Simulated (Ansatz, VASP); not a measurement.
Ni3Ge in VASP and in Ansatz

```
CELL_PARAMETERS angstrom
3.56760 0.00000 0.00000
0.00000 3.56760 0.00000
0.00000 0.00000 3.56760
ATOMIC_POSITIONS crystal
Ni 0.50000 0.00000 0.50000
Ni 0.00000 0.50000 0.50000
Ni 0.50000 0.50000 0.00000
Ge 0.00000 0.00000 0.00000
```

Alike in both runs: task single point; functional r2SCAN; k mesh 12 × 12 × 12; occupations gaussian, width 0.1 eV; no spin polarisation.

|  | VASP | Ansatz |
| --- | --- | --- |
| version | VASP 6.6.1 | Ansatz 0.2.0 |
| potentials or method | VASP PAW PBE potentials, release 64 (Ni, Ge_d), cutoff 520 eV | scalar-relativistic, plane waves, PAW |
| valence electrons in the cell | 44 | 68 |

|  | VASP | Ansatz | Ansatz less VASP |
| --- | --- | --- | --- |
| gap on the k mesh at the Fermi level (eV) | none | none | - |
| pressure (GPa) | -5.8 | -5.9 | -0.15 |

VASP's potentials were made for PBE, not for r2SCAN. A gap of «none» marks a metal or a gap that the smearing closes. The functional is the same, so the differences come from potentials, cutoffs and numerics. VASP's potentials hold 44 valence electrons a cell and Ansatz's 68, so a difference there can come from the potentials and not from the codes.
